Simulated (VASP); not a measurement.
A run of VASP 6.6.1:

Contents of INCAR:

```
SYSTEM = Mn
PREC = Accurate
ENCUT = 520
EDIFF = 1E-6
ISMEAR = -1
SIGMA = 0.1
LREAL = .FALSE.
LASPH = .TRUE.
NELM = 60
ALGO = Normal
ISIF = 2
LWAVE = .FALSE.
LCHARG = .TRUE.
GGA = B5
ALDAX = 1.0
AGGAX = 1.0
AGGAC = 1.0
ALDAC = 0.0
LELF = .TRUE.
LVHAR = .TRUE.
NBANDS = 12
```

The input KPOINTS:

```
Automatic mesh
0
G
  25 25 25
  0 0 0
```

The input POSCAR:

```
Mn
1.0
    0.0000000000      1.6991852782      1.6991852782
    1.6991852782      0.0000000000      1.6991852782
    1.6991852782      1.6991852782      0.0000000000
Mn
1
Direct
    0.0000000000      0.0000000000      0.0000000000
```

Potentials or basis: VASP PAW PBE potentials, release 64 (Mn_pv).

The run is started by

```console
$ cat potpaw_PBE.64/Mn_pv/POTCAR > POTCAR
$ mpirun -np 1 vasp_std > vasp.out
```

Hardware: 1 thread of AMD EPYC 7R13 Processor (Zen 3), with other jobs on the host.

How long does it take, and how much memory?

Run time: 40 s on 1 thread of AMD EPYC 7R13 Processor (Zen 3) (shared host), peak memory 0.13 GiB. Counts: scf iterations 12, k points 455.
